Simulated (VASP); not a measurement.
Here is a VASP 6.6.1 calculation.

Contents of INCAR:

```
SYSTEM = CdS
ALGO = Normal
EDIFF = 1E-6
ENCUT = 500
GGA = PE
GGA_COMPAT = .False.
ISIF = 2
ISMEAR = 0
LASPH = .True.
LCHARG = .False.
LREAL = .False.
LWAVE = .False.
NBANDS = 26
NELM = 120
PREC = Accurate
SIGMA = 0.1
```

Contents of KPOINTS:

```
k-points
0
Gamma
  6 6 4
  0 0 0
```

Contents of POSCAR:

```
CdS
1.0
    3.8700835702      0.0000000000      0.0000000000
   -1.9350417851      3.3515906866      0.0000000000
    0.0000000000      0.0000000000      6.9258638195
Cd S
2 2
Direct
    0.6666666667      0.3333333333     -0.0085528567
    0.3333333333      0.6666666667      0.4914471433
    0.6666666667      0.3333333333      0.3835528567
    0.3333333333      0.6666666667      0.8835528567
```

Potentials or basis: VASP PAW PBE potentials, release 64 (Cd, S).

Run with:

```bash
$ cat potpaw_PBE.64/Cd/POTCAR potpaw_PBE.64/S/POTCAR > POTCAR
$ mpirun -np 1 vasp_std > vasp.out
```

Task: Estimate the largest force.

Result: 1.371 eV/Å.

Task: Estimate the pressure.

Result: 14.7 GPa.

Forces in eV/Å, atoms in the order of the input:
```
Cd   0.000  0.000  1.371
Cd   0.000  0.000  1.371
S    0.000  0.000 -1.371
S    0.000  0.000 -1.371
```

Caveat: the cell differs from its parent crystal (Se replaced by S, lengths x 0.966, strained); the cell stands under pressure; forces of over 1 eV/Å act on the atoms, so gaps and moduli don't describe the material at rest.
